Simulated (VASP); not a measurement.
The system is SnTe.

```
Sn Te
1.0
    -0.18962    3.12729    3.12729
     3.12729   -0.18962    3.12729
     3.12729    3.12729   -0.18962
Sn Te
1 1
Direct
  0.00000 0.00000 0.00000
  0.50000 0.50000 0.50000
```

This cell differs from its parent crystal: epitaxial 111 strain +4.0%.

Base run:

| Quantity | Value |
| --- | --- |
| Program | VASP 6.6.1 |
| Functional | PBE |
| Potentials or basis | VASP PAW PBE potentials, release 64 (Sn_d, Te) |
| Cutoff | 520 eV |
| k mesh | 8 × 8 × 8 |
| Occupations | fermi-dirac, width 0.02 eV |
| Spin | no spin polarisation |

Its results: band gap on the k mesh zero (bands 10 and 11 overlap by 0.41 eV); pressure -0.7 GPa.

**Question.** The run is repeated on the same cell with these changes: functional from PBE to r2SCAN. What comes out?

**Answer.** Band gap on the k mesh zero (bands 10 and 11 overlap by 0.40 eV); pressure -1.4 GPa.

Caveats: semilocal functionals underestimate gaps, and a narrow one can read as zero; spin-orbit coupling is left out, which moves the levels of the heavy elements; the PAW data sets were made with another functional, which shifts forces and pressure a little (at least some runs).
